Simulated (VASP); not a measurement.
# GaN (F-43m) in VASP: further runs

Aim: see how the results for GaN move with the level of theory and the settings. Levels: LDA, PBE, r2SCAN, PBEsol. Tasks: single point, relaxation of cell and atoms.

All numbers are computed with VASP 6.6.1; they aren't measurements. Logs are shortened: lines on timing, memory, paths and dates and some standing lists are left out, and cuts for length are marked.

## (1) The cell of the first run

It takes space group F-43m (No. 216, cubic). The conventional cell has a = 4.498 Å, b = 4.498 Å, c = 4.498 Å, α = 90.00°, β = 90.00°, γ = 90.00°. Within 2.6 Å of Ga (site symmetry -43m) lie 4 N at 1.95 Å. N (site symmetry -43m) has 4 Ga at 1.95 Å within 2.6 Å.

## (2) Single point, LDA

File INCAR:

```
SYSTEM = GaN
PREC = Accurate
ENCUT = 520
EDIFF = 1E-7
ISMEAR = 0
SIGMA = 0.01
LREAL = .FALSE.
LASPH = .TRUE.
NELM = 100
ALGO = Normal
ISIF = 2
LWAVE = .FALSE.
LCHARG = .TRUE.
GGA = CA
LELF = .TRUE.
LVHAR = .TRUE.
NBANDS = 16
```

File KPOINTS:

```
Automatic mesh
0
G
  10 10 10
  0 0 0
```

File POSCAR:

```
GaN
1.0
    0.0000000000      2.2489526566      2.2489526566
    2.2489526566      0.0000000000      2.2489526566
    2.2489526566      2.2489526566      0.0000000000
Ga N
1 1
Direct
    0.0000000000      0.0000000000      0.0000000000
    0.2500000000      0.2500000000      0.2500000000
```

Potentials or basis: VASP PAW LDA potentials, release 64 (Ga_d, N).

Launch:

```
$ cat potpaw_LDA.64/Ga_d/POTCAR potpaw_LDA.64/N/POTCAR > POTCAR
$ mpirun -np 1 vasp_std > vasp.out
```

OUTCAR:

```text
SYSTEM = GaN
   PREC = Accurate
   ENCUT = 520
   EDIFF = 1E-7
   ISMEAR = 0
   LREAL = .FALSE.
   LASPH = .TRUE.
   NELM = 100
   ISIF = 2
   GGA = CA

 ion  position               nearest neighbor table
   1  0.000  0.000  0.000-   2 1.95   2 1.95   2 1.95   2 1.95
   2  0.250  0.250  0.250-   1 1.95   1 1.95   1 1.95   1 1.95

  LATTYP: Found a face centered cubic cell.
 ALAT       =     4.4979053132

  Lattice vectors:

 A1 = (   0.0000000000,   2.2489526566,   2.2489526566)
 A2 = (   2.2489526566,   0.0000000000,   2.2489526566)
 A3 = (   2.2489526566,   2.2489526566,   0.0000000000)

Analysis of symmetry for initial positions (statically):
[... 5 lines left out ...]
 face centered cubic supercell.

 Subroutine GETGRP returns: Found 24 space group operations
 (whereof 24 operations were pure point group operations)
 out of a pool of 48 trial point group operations.

The static configuration has the point symmetry T_d .

Analysis of symmetry for dynamics (positions and initial velocities):
[... 5 lines left out ...]
 face centered cubic supercell.

 Subroutine GETGRP returns: Found 24 space group operations
 (whereof 24 operations were pure point group operations)
 out of a pool of 48 trial point group operations.

The dynamic configuration has the point symmetry T_d .

 Subroutine INISYM returns: Found 24 space group operations
 (whereof 24 operations are pure point group operations),
 and found     1 'primitive' translations

----------------------------------------------------------------------------------------

                                     Primitive cell

  volume of cell :      22.7495

  direct lattice vectors                    reciprocal lattice vectors
     0.000000000  2.248952657  2.248952657    -0.222325712  0.222325712  0.222325712
     2.248952657  0.000000000  2.248952657     0.222325712 -0.222325712  0.222325712
     2.248952657  2.248952657  0.000000000     0.222325712  0.222325712 -0.222325712

  length of vectors
     3.180499348  3.180499348  3.180499348     0.385079429  0.385079429  0.385079429

  position of ions in fractional coordinates (direct lattice)
     0.000000000  0.000000000  0.000000000
     0.250000000  0.250000000  0.250000000

  ion indices of the primitive-cell ions
   primitive index   ion index
                 1           1
                 2           2

----------------------------------------------------------------------------------------

 KPOINTS: Automatic mesh

Automatic generation of k-mesh.
 Grid dimensions read from file:
 generate k-points for:   10   10   10

 Generating k-lattice:

  Cartesian coordinates                     Fractional coordinates (reciprocal lattice)
    -0.022232571  0.022232571  0.022232571     0.100000000  0.000000000  0.000000000
     0.022232571 -0.022232571  0.022232571     0.000000000  0.100000000  0.000000000
     0.022232571  0.022232571 -0.022232571     0.000000000  0.000000000  0.100000000

  Length of vectors
     0.038507943  0.038507943  0.038507943

  Shift w.r.t. Gamma in fractional coordinates (k-lattice)
     0.000000000  0.000000000  0.000000000

 Subroutine IBZKPT returns following result:
 ===========================================

 Found     47 irreducible k-points:

 Following reciprocal coordinates:
            Coordinates               Weight
  0.000000  0.000000  0.000000      1.000000
  0.100000  0.000000  0.000000      8.000000
  0.200000  0.000000  0.000000      8.000000
  0.300000  0.000000  0.000000      8.000000
  0.400000  0.000000  0.000000      8.000000
  0.500000  0.000000  0.000000      4.000000
[... 16 lines left out ...]
  0.300000  0.300000  0.000000      6.000000
  0.400000  0.300000  0.000000     24.000000
 [... further k-points ...]
   k-points           NKPTS =     47   k-points in BZ     NKDIM =     47   number of bands    NBANDS=     16
   number of dos      NEDOS =    301   number of ions     NIONS =      2
   total plane-waves  NPLWV =  13824
   dimension x,y,z NGX =    24 NGY =   24 NGZ =   24
   dimension x,y,z NGXF=    48 NGYF=   48 NGZF=   48
   ions per type =               1   1
   NGX,Y,Z   is equivalent  to a cutoff of  12.54, 12.54, 12.54 a.u.
   NGXF,Y,Z  is equivalent  to a cutoff of  25.09, 25.09, 25.09 a.u.
 SYSTEM =  GaN
   PREC   = accura    normal or accurate (medium, high low for compatibility)
   ISTART =      0    job   : 0-new  1-cont  2-samecut
   ICHARG =      2    charge: 1-file 2-atom 10-const
   ISPIN  =      1    spin polarized calculation?
   LNONCOLLINEAR =      F non collinear calculations
   LSORBIT =      F    spin-orbit coupling
   LASPH  =      T    aspherical Exc in radial PAW
   ENCUT  =  520.0 eV  38.22 Ry    6.18 a.u.   5.91  5.91  5.91*2*pi/ulx,y,z
   NELM   =    100;   NELMIN=  2; NELMDL= -5     # of ELM steps
   EDIFF  = 0.1E-06   stopping-criterion for ELM
   LREAL  =      F    real-space projection
   EDIFFG = 0.1E-05   stopping-criterion for IOM
   NSW    =      0    number of steps for IOM
   IBRION =     -1    ionic relax: 0-MD 1-quasi-New 2-CG
   NFREE  =      0    steps in history (QN), initial steepest desc. (CG)
   ISIF   =      2    stress and relaxation
   ISYM   =      2    0-nonsym 1-usesym 2-fastsym
   POTIM  = 0.5000    time-step for ionic-motion
   TEBEG  =    0.0;   TEEND  =   0.0 temperature during run
   PSTRESS=    0.0 pullay stress
   NELECT =      18.0000    total number of electrons
   NUPDOWN=      -1.0000    fix difference up-down
   EMIN   =  10.00;   EMAX   =-10.00  energy-range for DOS
   EFERMI =   0.00;   METHOD = LEGACY
   ISMEAR =     0;   SIGMA  =   0.01  broadening in eV -4-tet -1-fermi 0-gaus
   EFERMI_NEDOS =   21; number of points for ismear=-14 and -15
   IALGO  =     38    algorithm
   IMIX   =      4    mixing-type and parameters
     AMIX     =   0.40;   BMIX     =  1.00
     AMIX_MAG =   1.60;   BMIX_MAG =  1.00
  volume/ion in A,a.u.               =      11.37        76.76
  Fermi-wavevector in a.u.,A,eV,Ry     =   1.514172  2.861371 31.194327  2.292718
  Thomas-Fermi vector in A             =   2.623866
   LORBIT       =      0    0 simple, 1 ext, 2 COOP (PROOUT), +10 PAW based schemes
   GGA     = CA    functional components
   LHFCALC =     F    Hartree Fock is set to
   AEXX    =    0.0000 exact exchange contribution
   IVDW    =     0    specifies the selected vdW correction
   LEPSILON=     F    determine dielectric tensor
   LRPA    =     F    only Hartree local field effects (RPA)
 non-spin polarized calculation
 Gauss-broadening in eV      SIGMA  =   0.01
  energy-cutoff  :      520.00
  volume of cell :       22.75
 maximum number of plane-waves:       622
   NGX = 11   NGY = 11   NGZ = 11

 number of electron      18.0000006 magnetization

 Free energy of the ion-electron system (eV)
  ---------------------------------------------------
  ext. energy  EPLUGINS =         0.00000000
  ---------------------------------------------------
  free energy    TOTEN  =       -13.93725781 eV

  energy without entropy =      -13.93725781  energy(sigma->0) =      -13.93725781

 E-fermi :   5.2055     XC(G=0): -12.1507

 val. band max:        5.0977844149   @ k =   0.0000   0.0000   0.0000
 cond. band min:       6.8849071701   @ k =   0.0000   0.0000   0.0000
 fundamental gap:      1.7871227552
 Fermi energy:         5.2054974436

 k-point     1 :       0.0000    0.0000    0.0000
  band No.  band energies     occupation
      1     -10.7576      2.00000
      2      -8.4609      2.00000
      3      -8.4609      2.00000
      4      -8.4609      2.00000
      5      -8.1367      2.00000
      6      -8.1367      2.00000
[... 8 lines left out ...]
     15      23.8251      0.00000
     16      23.8251      0.00000

 k-point     2 :       0.1000    0.0000    0.0000
  band No.  band energies     occupation
      1     -10.6448      2.00000
      2      -8.4470      2.00000
      3      -8.4470      2.00000
      4      -8.4205      2.00000
      5      -8.1381      2.00000
      6      -8.1381      2.00000
[... 8 lines left out ...]
     15      22.5629      0.00000
     16      22.5629      0.00000

 k-point     3 :       0.2000    0.0000    0.0000
  band No.  band energies     occupation
      1     -10.3651      2.00000
      2      -8.4150      2.00000
      3      -8.4150      2.00000
      4      -8.2470      2.00000
      5      -8.1369      2.00000
      6      -8.1369      2.00000
[... 8 lines left out ...]
     15      21.7962      0.00000
     16      21.7962      0.00000

 k-point     4 :       0.3000    0.0000    0.0000
  band No.  band energies     occupation
      1     -10.0817      2.00000
      2      -8.3867      2.00000
      3      -8.3867      2.00000
      4      -8.1231      2.00000
      5      -8.1231      2.00000
      6      -7.8152      2.00000
[... 8 lines left out ...]
     15      22.2688      0.00000
     16      22.2688      0.00000

 k-point     5 :       0.4000    0.0000    0.0000
  band No.  band energies     occupation
      1      -9.9253      2.00000
      2      -8.3746      2.00000
      3      -8.3746      2.00000
      4      -8.1001      2.00000
      5      -8.1001      2.00000
      6      -7.1494      2.00000
[... 8 lines left out ...]
     15      23.6467      0.00000
     16      23.6467      0.00000

 k-point     6 :       0.5000    0.0000    0.0000
  band No.  band energies     occupation
      1      -9.8829      2.00000
      2      -8.3725      2.00000
      3      -8.3725      2.00000
      4      -8.0886      2.00000
      5      -8.0886      2.00000
      6      -6.7528      2.00000
[... 8 lines left out ...]
     15      24.6260      0.00000
     16      24.6260      0.00000
[... 267 lines left out ...]
 k-point    21 :      -0.3000    0.2000    0.0000
  band No.  band energies     occupation
      1      -9.8587      2.00000
      2      -8.3635      2.00000
      3      -8.3178      2.00000
      4      -8.1438      2.00000
      5      -8.1405      2.00000
      6      -7.0123      2.00000
[... 8 lines left out ...]
     15      22.2362      0.00000
     16      25.6271      0.00000

 k-point    22 :      -0.2000    0.2000    0.0000
  band No.  band energies     occupation
      1      -9.9952      2.00000
      2      -8.3708      2.00000
      3      -8.3550      2.00000
      4      -8.1598      2.00000
      5      -8.1487      2.00000
      6      -7.6272      2.00000
[... 8 lines left out ...]
     15      22.2997      0.00000
     16      25.5357      0.00000

 k-point    23 :       0.3000    0.3000    0.0000
  band No.  band energies     occupation
      1      -9.9153      2.00000
      2      -8.3124      2.00000
      3      -8.2679      2.00000
      4      -8.2679      2.00000
      5      -8.0853      2.00000
      6      -7.6018      2.00000
[... 8 lines left out ...]
     15      27.1303      0.00000
     16      27.5140      0.00000

 k-point    24 :       0.4000    0.3000    0.0000
  band No.  band energies     occupation
      1      -9.8155      2.00000
      2      -8.3317      2.00000
      3      -8.2335      2.00000
      4      -8.2326      2.00000
      5      -8.0750      2.00000
      6      -7.1030      2.00000
[... 8 lines left out ...]
     15      27.3634      0.00000
     16      27.4869      0.00000

 [... further k-points ...]
[... 5 lines left out ...]
  --------------------------------------------------------------------------------------
  -------------------------------------------------------------------------------------
  Total       -0.6297421     -0.6297421     -0.6297421     -0.0000000      0.0000000     -0.0000000
  in kB      -44.3508902    -44.3508902    -44.3508902     -0.0000000      0.0000000     -0.0000000
  external PRESSURE =     -44.3508902 kB  Pullay stress =       0.0000000 kB

 VOLUME and BASIS-vectors are now :
 -----------------------------------------------------------------------------
  energy-cutoff  :      520.00
  volume of cell :       22.75
      direct lattice vectors                 reciprocal lattice vectors
     0.000000000  2.248952657  2.248952657    -0.222325712  0.222325712  0.222325712
     2.248952657  0.000000000  2.248952657     0.222325712 -0.222325712  0.222325712
     2.248952657  2.248952657  0.000000000     0.222325712  0.222325712 -0.222325712

 POSITION                                       TOTAL-FORCE (eV/Angst)
 -----------------------------------------------------------------------------------
      0.00000      0.00000      0.00000        -0.000000     -0.000000      0.000000
      1.12448      1.12448      1.12448         0.000000      0.000000     -0.000000
 -----------------------------------------------------------------------------------
    total drift:                                0.000002      0.000002      0.000002

  FREE ENERGIE OF THE ION-ELECTRON SYSTEM (eV)
  ---------------------------------------------------
  free  energy   TOTEN  =       -13.9372578139 eV

  energy  without entropy=      -13.9372578139  energy(sigma->0) =      -13.93725781
```

It took 11 s on 1 thread of Intel Xeon Platinum 8259CL at 2.50GHz (Skylake/Cascade Lake), shared host; peak memory 0.13 GiB.

What came out:

```
Free energy            : -13.9373 eV
Pressure               : -4.4 GPa
Band gap on the k mesh : 1.79 eV, direct
```

Levels at points of the mesh, in eV from the valence-band top:
| k point | band 6 | band 7 | band 8 | band 9 | band 10 | band 11 | band 12 | band 13 |
| --- | --- | --- | --- | --- | --- | --- | --- | --- |
| (0.00, 0.00, 0.00) | -13.23 | 0.00 | 0.00 | 0.00 | 1.79 | 10.15 | 10.15 | 10.15 |
| (0.50, 0.00, 0.00) | -11.85 | -7.16 | -0.99 | -0.99 | 4.58 | 8.63 | 10.24 | 10.24 |
| (0.50, 0.50, 0.00) | -11.37 | -6.23 | -2.75 | -2.75 | 3.25 | 6.52 | 11.55 | 13.82 |

Expect the measured gap to be larger: semilocal functionals such as LDA lack the derivative discontinuity.

(Part 1 of 3 ends here.)
